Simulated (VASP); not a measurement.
# SiC2 (P-6m2) in VASP: further runs, part 2 of 2

VASP 6.6.1. The steps go on from the part before.

## Step 4: Single point, PBE

This run uses another cell than the first one, of 8.30 Å³/atom.

File INCAR:

```
PREC = Accurate
ENCUT = 520
EDIFF = 1E-6
ISMEAR = 0
SIGMA = 0.1
LREAL = F
LASPH = T
NELM = 60
ALGO = Normal
ISIF = 2
LWAVE = F
LCHARG = F
GGA = PE
NBANDS = 21
```

File KPOINTS:

```
Automatic mesh
0
Gamma
  18 18 6
```

File POSCAR:

```
SiC2
1.0
    2.7048050517      0.0000000000      0.0000000000
   -1.3524025258      2.3424298870      0.0000000000
    0.0000000000      0.0000000000      7.8636771958
Si C
2 4
Direct
    0.6666666667      0.3333333333      0.3459335612
    0.6666666667      0.3333333333      0.6540664388
    0.3333333333      0.6666666667      0.8754918441
    0.3333333333      0.6666666667      0.1245081559
    0.3333333333      0.6666666667      0.5000000000
    0.6666666667      0.3333333333      0.0000000000
```

Potentials or basis: VASP PAW PBE potentials, release 64 (Si, C).

The run is started by

```console
$ cat potpaw_PBE.64/Si/POTCAR potpaw_PBE.64/C/POTCAR > POTCAR
$ mpirun -np 1 vasp_std > vasp.out
```

OUTCAR:

```text
PREC = Accurate
   ENCUT = 520
   EDIFF = 1E-6
   ISMEAR = 0
   LREAL = F
   LASPH = T
   NELM = 60
   ISIF = 2
   GGA = PE

 ion  position               nearest neighbor table
   1  0.667  0.333  0.346-   5 1.98   5 1.98   5 1.98   4 2.34   4 2.34   4 2.34   2 2.42
   2  0.667  0.333  0.654-   5 1.98   5 1.98   5 1.98   3 2.34   3 2.34   3 2.34   1 2.42
   3  0.333  0.667  0.875-   6 1.84   6 1.84   6 1.84   4 1.96   2 2.34   2 2.34   2 2.34
   4  0.333  0.667  0.125-   6 1.84   6 1.84   6 1.84   3 1.96   1 2.34   1 2.34   1 2.34
   5  0.333  0.667  0.500-   1 1.98   2 1.98   1 1.98   2 1.98   1 1.98   2 1.98
   6  0.667  0.333  0.000-   3 1.84   4 1.84   3 1.84   4 1.84   3 1.84   4 1.84

  LATTYP: Found a hexagonal cell.
[... 783 lines left out ...]
  Total        0.0245312      0.0245312      0.0658016      0.0000000      0.0000000     -0.0000000
  in kB        0.7888638      0.7888638      2.1160156      0.0000000      0.0000000     -0.0000000
  external PRESSURE =       1.2312477 kB  Pullay stress =       0.0000000 kB

 VOLUME and BASIS-vectors are now :
 -----------------------------------------------------------------------------
  energy-cutoff  :      520.00
  volume of cell :       49.82
      direct lattice vectors                 reciprocal lattice vectors
     2.704805052  0.000000000  0.000000000     0.369712412  0.213453561  0.000000000
    -1.352402526  2.342429887  0.000000000     0.000000000  0.426907121  0.000000000
     0.000000000  0.000000000  7.863677196     0.000000000  0.000000000  0.127166970

 POSITION                                       TOTAL-FORCE (eV/Angst)
 -----------------------------------------------------------------------------------
      1.35240      0.78081      2.72031        -0.000000      0.000000      0.008938
      1.35240      0.78081      5.14337        -0.000000      0.000000     -0.008938
     -0.00000      1.56162      6.88459        -0.000000     -0.000000     -0.008004
     -0.00000      1.56162      0.97909         0.000000     -0.000000      0.008004
     -0.00000      1.56162      3.93184         0.000000     -0.000000      0.000000
      1.35240      0.78081      0.00000         0.000000     -0.000000      0.000000
 -----------------------------------------------------------------------------------
    total drift:                                0.000000     -0.000000     -0.000000

  FREE ENERGIE OF THE ION-ELECTRON SYSTEM (eV)
  ---------------------------------------------------
  free  energy   TOTEN  =       -36.3039263810 eV

  energy  without entropy=      -36.2946128051  energy(sigma->0) =      -36.29926959
```

stdout:

```text
POSCAR found type information on POSCAR SiC
 POSCAR found :  2 types and       6 ions
 scaLAPACK will be used
 LDA part: xc-table for (Slater+PW92), standard interpolation
 POSCAR, INCAR and KPOINTS ok, starting setup
 FFT: planning ... GRIDC
 FFT: planning ... GRID_SOFT
 FFT: planning ... GRID
 WAVECAR not read
 entering main loop
```

Wall time 94 s (1 thread of Intel Xeon 8259CL, shared host); peak memory 0.24 GiB.

What came out:

* Free energy: -36.3039 eV
* Pressure: 0.1 GPa
* Largest force: 0.009 eV/Å
* Band gap on the k mesh: zero (bands 12 and 13 overlap by 4.83 eV)

Forces in eV/Å, atoms in the order of the input:
```
Si   0.000  0.000  0.009
Si   0.000  0.000 -0.009
C    0.000  0.000 -0.008
C    0.000  0.000  0.008
C    0.000  0.000  0.000
C    0.000  0.000  0.000
```

## Step 5: Relaxation of cell and atoms, PBE

This run uses another cell than the first one, of 8.26 Å³/atom.

File INCAR:

```
SYSTEM = SiC2
ALGO = Normal
EDIFF = 1E-6
EDIFFG = -0.01
ENCUT = 600
GGA = PE
IBRION = 2
ISIF = 3
ISMEAR = 0
LASPH = .TRUE.
LCHARG = .FALSE.
LREAL = .FALSE.
LWAVE = .FALSE.
NELM = 80
NSW = 100
PREC = Accurate
SIGMA = 0.1
```

File KPOINTS:

```
k-points
0
G
  18 18 6
  0 0 0
```

File POSCAR:

```
SiC2
1.0
    2.7065502156      0.0000000000      0.0000000000
   -1.3532751078      2.3439412433      0.0000000000
    0.0000000000      0.0000000000      7.8136093565
Si C
2 4
Direct
    0.6666666667      0.3333333333      0.3415923658
    0.6666666667      0.3333333333      0.6584076342
    0.3333333333      0.6666666667      0.8715046711
    0.3333333333      0.6666666667      0.1284953289
    0.3333333333      0.6666666667      0.5000000000
    0.6666666667      0.3333333333      0.0000000000
```

The run is started by

```console
$ cat potpaw_PBE.64/Si/POTCAR potpaw_PBE.64/C/POTCAR > POTCAR
$ mpirun -np 1 vasp_std > vasp.out
```

Run time: 6.4 min. Hardware: 1 thread of Intel Xeon 8259CL, shared host; peak memory 0.27 GiB.

Results (log left out):

| Item | Value |
| --- | --- |
| Free energy | -36.3064 eV |
| Relaxed volume | 8.31 Å³/atom |
| Relaxed cell | a = 2.705 Å, b = 2.705 Å, c = 7.866 Å, α = 90.00°, β = 90.00°, γ = 120.00° |
| Space group after relaxing (to 0.1 Å) | P-6m2 (No. 187) |
| Energy gained by relaxing | 2.4 meV/atom |
| Ionic steps | 9 |
| Pressure after relaxing | 0.0 GPa |
| Largest force after relaxing | 0.006 eV/Å |
| Band gap on the k mesh | zero (bands 12 and 13 overlap by 4.83 eV) |

Forces in eV/Å, atoms in the order of the input:
```
Si   0.000  0.000  0.006
Si   0.000  0.000 -0.006
C    0.000  0.000 -0.003
C    0.000  0.000  0.003
C    0.000  0.000  0.000
C    0.000  0.000  0.000
```

Step by step:
| step | energy change (eV) | largest force (eV/Å) | pressure (GPa) | volume (Å³) |
| --- | --- | --- | --- | --- |
| 1 | 0.0000 | 0.4031 | -1.55 | 49.57 |
| 2 | -0.0051 | 0.1022 | 1.96 | 49.00 |
| 3 | -0.0085 | 0.0932 | 0.54 | 49.22 |
| 4 | -0.0105 | 0.0821 | 0.32 | 49.35 |
| 5 | -0.0118 | 0.1504 | 0.00 | 49.58 |
| 6 | -0.0133 | 0.0942 | -0.08 | 49.68 |
| 7 | -0.0143 | 0.0096 | -0.20 | 49.86 |
| 8 | -0.0145 | 0.0101 | 0.03 | 49.82 |
| 9 | -0.0145 | 0.0060 | -0.03 | 49.83 |

Final structure:
```xyz
6
Lattice="2.7047 0.0000 0.0000 -1.3523 2.3423 0.0000 0.0000 0.0000 7.8659" Properties=species:S:1:pos:R:3 pbc="T T T"
Si    1.3523    0.7808    2.7216
Si    1.3523    0.7808    5.1443
C     0.0000    1.5615    6.8868
C     0.0000    1.5615    0.9791
C     0.0000    1.5615    3.9330
C     1.3523    0.7808    0.0000
```

Levels at points of the mesh, in eV from the Fermi level:
```csv
k point,band 10,band 11,band 12,band 13,band 14,band 15
"(0.00, 0.00, 0.00)",0.08,1.11,2.18,2.18,2.97,4.03
"(0.50, 0.00, 0.00)",-2.94,-2.57,-2.12,0.27,1.80,2.24
"(0.00, 0.00, 0.50)",0.03,2.27,2.27,2.76,3.56,3.99
"(0.50, 0.00, 0.50)",-3.10,-2.64,-0.41,0.48,0.81,1.73
```

## Step 6: Overview

| task | spin | cell | k mesh | cutoff (eV) | gap on the mesh (eV) | pressure (GPa) | relaxed volume (Å³/atom) | largest force (eV/Å) |
| --- | --- | --- | --- | --- | --- | --- | --- | --- |
| relaxation of cell and atoms | off | relaxed from a = 2.713, b = 2.713, c = 12.805 Å, angles 90.0, 90.0, 120.0°, 6 atoms, atomic positions A | 6 × 6 × 2 | 600 | none | -0.2 | 8.25 | 0.02 |
| single point | collinear | a = 2.713, b = 2.713, c = 12.805 Å, angles 90.0, 90.0, 120.0°, 6 atoms, atomic positions A | 6 × 6 × 2 | 520 | none | -23.0 | - | 0.15 |
| single point | off | a = 2.705, b = 2.705, c = 7.864 Å, angles 90.0, 90.0, 120.0°, 6 atoms, atomic positions B | 18 × 18 × 6 | 520 | none | 0.1 | - | 0.01 |
| relaxation of cell and atoms | off | relaxed from a = 2.707, b = 2.707, c = 7.814 Å, angles 90.0, 90.0, 120.0°, 6 atoms, atomic positions C | 18 × 18 × 6 | 600 | none | 0.0 | 8.31 | 0.01 |

Alike in all rows: level PBE; potentials or basis VASP PAW PBE potentials, release 64 (Si, C); smearing gaussian 0.1 eV.

Caveats: some runs use coarse meshes; the volume moved by over 15 % at a fixed basis, so the end points are rough (at least some runs); a moment this small can come from the mesh or the smearing (at least some runs).

Absolute energies hang on the potentials; compare differences alone.
